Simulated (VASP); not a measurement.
# Pd in VASP: single point with PBE

Aim: the single point of Pd with PBE.

Everything below comes from runs of VASP 6.6.1. Logs are shortened: lines on timing, memory, paths and dates and some standing lists are left out, and cuts for length are marked.

### 1 The cell of the first run

The typed cell holds 4 atoms: a = 5.574 Å, b = 5.574 Å, c = 2.788 Å, α = 60.01°, β = 119.99°, γ = 120.00°.

### 2 Single point, PBE

Input file INCAR:

```
PREC     = Accurate       # precision mode
ENCUT    = 520            # plane-wave cutoff, eV
EDIFF    = 1E-6           # SCF threshold, eV
ISMEAR   = 0              # smearing method
SIGMA    = 0.1            # smearing width, eV
LREAL    = False          # projectors in reciprocal space
LASPH    = True           # aspherical terms in the spheres
NELM     = 60             # most SCF steps
ALGO     = Fast           # electronic algorithm
ISIF     = 2              # what is computed and relaxed
LWAVE    = False          # write WAVECAR
LCHARG   = True           # write CHGCAR
GGA      = PE             # functional
LELF     = True           # ELF
LVHAR    = True         
NBANDS   = 28             # bands
```

Input file KPOINTS:

```
Automatic mesh
0
Gamma
  9 9 15
```

Input file POSCAR:

```
Pd
1.0
    5.5744824363      0.0000000000      0.0000000000
   -2.7872412181      4.8276434028      0.0000000000
   -1.3936206091      0.8046072338      2.2764074294
Pd
4
Direct
    0.0000000000      0.5000000000      0.0000000000
    0.5000000000      0.5000000000      0.0000000000
    0.0000000000      0.0000000000      0.0000000000
    0.5000000000      0.0000000000      0.0000000000
```

Potentials or basis: VASP PAW PBE potentials, release 64 (Pd).

The run is started by

```bash
$ cat potpaw_PBE.64/Pd/POTCAR > POTCAR
$ mpirun -np 1 vasp_std > vasp.out
```

OUTCAR:

```text
PREC = Accurate
   ENCUT = 520
   EDIFF = 1E-6
   ISMEAR = 0
   LREAL = False
   LASPH = True
   NELM = 60
   ISIF = 2
   GGA = PE

 ion  position               nearest neighbor table
   1  0.000  0.500  0.000-   3 2.79   3 2.79   2 2.79   2 2.79   4 2.79   4 2.79   2 2.79   2 2.79
                             3 2.79   3 2.79
   2  0.500  0.500  0.000-   4 2.79   4 2.79   1 2.79   1 2.79   3 2.79   3 2.79   1 2.79   1 2.79
                             4 2.79   4 2.79
   3  0.000  0.000  0.000-   1 2.79   1 2.79   4 2.79   4 2.79   2 2.79   2 2.79   4 2.79   4 2.79
                             1 2.79   1 2.79
   4  0.500  0.000  0.000-   2 2.79   2 2.79   3 2.79   3 2.79   1 2.79   1 2.79   3 2.79   3 2.79
                             2 2.79   2 2.79

  LATTYP: Found a base centered monoclinic cell.
 ALAT       =     7.8842413954
 B/A-ratio  =     0.7070410654
 C/A-ratio  =     0.3535862454
 COS(beta)  =    -0.0002628264

  Lattice vectors:

 A1 = (  -1.3936206090,   4.0230361690,  -2.2764074294)
 A2 = (  -4.1808618272,  -0.8046072338,  -2.2764074294)
 A3 = (  -1.3936206091,   0.8046072338,   2.2764074294)

Analysis of symmetry for initial positions (statically):
=====================================================================
 Subroutine PRICEL returns following result:

  LATTYP: Found a trigonal (rhomboedric) cell.
 ALAT       =     2.7877593130
 COS(alpha) =     0.5001858291

  Lattice vectors:

 A1 = (  -0.0000000001,  -1.6092144676,   2.2764074294)
 A2 = (   1.3936206090,   0.8046072338,   2.2764074294)
 A3 = (  -1.3936206091,   0.8046072338,   2.2764074294)

   4 primitive cells build up your supercell.

 Routine SETGRP: Setting up the symmetry group for a
 base centered monoclinic supercell.

 Subroutine GETGRP returns: Found  4 space group operations
 (whereof  4 operations were pure point group operations)
 out of a pool of  4 trial point group operations.

The static configuration has the point symmetry C_2h.

Analysis of symmetry for dynamics (positions and initial velocities):
=====================================================================
 Subroutine PRICEL returns following result:

  LATTYP: Found a trigonal (rhomboedric) cell.
 ALAT       =     2.7877593130
 COS(alpha) =     0.5001858291

  Lattice vectors:

 A1 = (  -0.0000000001,  -1.6092144676,   2.2764074294)
 A2 = (   1.3936206090,   0.8046072338,   2.2764074294)
[... 102 lines left out ...]
   ICHARG =      2    charge: 1-file 2-atom 10-const
   ISPIN  =      1    spin polarized calculation?
   LNONCOLLINEAR =      F non collinear calculations
   LSORBIT =      F    spin-orbit coupling
   LASPH  =      T    aspherical Exc in radial PAW
   ENCUT  =  520.0 eV  38.22 Ry    6.18 a.u.  10.36 10.36  5.18*2*pi/ulx,y,z
   NELM   =     60;   NELMIN=  2; NELMDL= -5     # of ELM steps
   EDIFF  = 0.1E-05   stopping-criterion for ELM
   LREAL  =      F    real-space projection
   EDIFFG = 0.1E-04   stopping-criterion for IOM
   NSW    =      0    number of steps for IOM
   IBRION =     -1    ionic relax: 0-MD 1-quasi-New 2-CG
   NFREE  =      0    steps in history (QN), initial steepest desc. (CG)
   ISIF   =      2    stress and relaxation
   ISYM   =      2    0-nonsym 1-usesym 2-fastsym
   POTIM  = 0.5000    time-step for ionic-motion
   TEBEG  =    0.0;   TEEND  =   0.0 temperature during run
   PSTRESS=    0.0 pullay stress
   NELECT =      40.0000    total number of electrons
   NUPDOWN=      -1.0000    fix difference up-down
   EMIN   =  10.00;   EMAX   =-10.00  energy-range for DOS
   EFERMI =   0.00;   METHOD = LEGACY
   ISMEAR =     0;   SIGMA  =   0.10  broadening in eV -4-tet -1-fermi 0-gaus
   EFERMI_NEDOS =   21; number of points for ismear=-14 and -15
   IALGO  =     68    algorithm
   IMIX   =      4    mixing-type and parameters
     AMIX     =   0.40;   BMIX     =  1.00
     AMIX_MAG =   1.60;   BMIX_MAG =  1.00
  volume/ion in A,a.u.               =      15.32       103.35
  Fermi-wavevector in a.u.,A,eV,Ry     =   1.420250  2.683884 27.444464  2.017111
  Thomas-Fermi vector in A             =   2.541185
   LORBIT       =      0    0 simple, 1 ext, 2 COOP (PROOUT), +10 PAW based schemes
   GGA     = PE    functional components
   LHFCALC =     F    Hartree Fock is set to
   AEXX    =    0.0000 exact exchange contribution
   IVDW    =     0    specifies the selected vdW correction
   LEPSILON=     F    determine dielectric tensor
   LRPA    =     F    only Hartree local field effects (RPA)
 non-spin polarized calculation
 RMM-DIIS sequential band-by-band and
 Gauss-broadening in eV      SIGMA  =   0.10
  energy-cutoff  :      520.00
  volume of cell :       61.26
 maximum number of plane-waves:      1672
 NGX is ok and might be reduce to    42
   NGX = 21   NGY = 21   NGZ = 11

 number of electron      39.9999988 magnetization

 Free energy of the ion-electron system (eV)
  ---------------------------------------------------
  ext. energy  EPLUGINS =         0.00000000
  ---------------------------------------------------
  free energy    TOTEN  =       -20.90108670 eV

  energy without entropy =      -20.85230105  energy(sigma->0) =      -20.87669388

 E-fermi :   9.1543     XC(G=0): -12.9514

 val. band max:        9.1541284108   @ k =   0.4444   0.4444   0.2667
 cond. band min:       9.1550058385   @ k =   0.1111   0.3333   0.2667
 fundamental gap:      0.0008774276
 Fermi energy:         9.1543327288

 k-point     1 :       0.0000    0.0000    0.0000
  band No.  band energies     occupation
      1       2.3087      2.00000
      2       4.0798      2.00000
      3       4.1513      2.00000
      4       4.1513      2.00000
      5       4.3506      2.00000
      6       6.4435      2.00000
[... 733 lines left out ...]
     27      22.3986      0.00000
     28      23.0075      0.00000

 [... further k-points ...]
[... 5 lines left out ...]
  --------------------------------------------------------------------------------------
  -------------------------------------------------------------------------------------
  Total       -0.0749058     -0.0816208     -0.0557901     -0.0058153      0.0013748     -0.0023813
  in kB       -1.9590079     -2.1346246     -1.4590763     -0.1520885      0.0359552     -0.0622776
  external PRESSURE =      -1.8509029 kB  Pullay stress =       0.0000000 kB

 VOLUME and BASIS-vectors are now :
 -----------------------------------------------------------------------------
  energy-cutoff  :      520.00
  volume of cell :       61.26
      direct lattice vectors                 reciprocal lattice vectors
     5.574482436  0.000000000  0.000000000     0.179388851  0.103570201  0.073214779
    -2.787241218  4.827643403  0.000000000     0.000000000  0.207140403 -0.073214779
    -1.393620609  0.804607234  2.276407429     0.000000000  0.000000000  0.439288673

 POSITION                                       TOTAL-FORCE (eV/Angst)
 -----------------------------------------------------------------------------------
     -1.39362      2.41382      0.00000         0.000000     -0.000000     -0.000000
      1.39362      2.41382      0.00000         0.000000      0.000000      0.000000
      0.00000      0.00000      0.00000        -0.000000     -0.000000     -0.000000
      2.78724      0.00000      0.00000        -0.000000      0.000000      0.000000
 -----------------------------------------------------------------------------------
    total drift:                                0.000000     -0.000000     -0.000000

  FREE ENERGIE OF THE ION-ELECTRON SYSTEM (eV)
  ---------------------------------------------------
  free  energy   TOTEN  =       -20.9010867030 eV

  energy  without entropy=      -20.8523010542  energy(sigma->0) =      -20.87669388
```

stdout:

```text
POSCAR found type information on POSCAR Pd
 POSCAR found :  1 types and       4 ions
 scaLAPACK will be used
 LDA part: xc-table for (Slater+PW92), standard interpolation
 POSCAR, INCAR and KPOINTS ok, starting setup
 FFT: planning ... GRIDC
 FFT: planning ... GRID_SOFT
 FFT: planning ... GRID
 WAVECAR not read
 entering main loop
```

It took 11 min on 1 thread of Intel Xeon Platinum 8259CL at 2.50GHz (Skylake/Cascade Lake), shared host; peak memory 0.52 GiB.

Results:

```yaml
Free_energy: -20.9011 eV
Pressure: -0.2 GPa
Band_gap_on_the_k_mesh: zero (bands 20 and 21 overlap by 0.99 eV)
```

Levels at points of the mesh, in eV from the Fermi level:
| k point | band 16 | band 17 | band 18 | band 19 | band 20 | band 21 | band 22 | band 23 | band 24 | band 25 |
| --- | --- | --- | --- | --- | --- | --- | --- | --- | --- | --- |
| (0.00, 0.00, 0.00) | -0.03 | -0.03 | -0.02 | -0.02 | 0.27 | 0.27 | 1.10 | 1.10 | 3.36 | 7.03 |
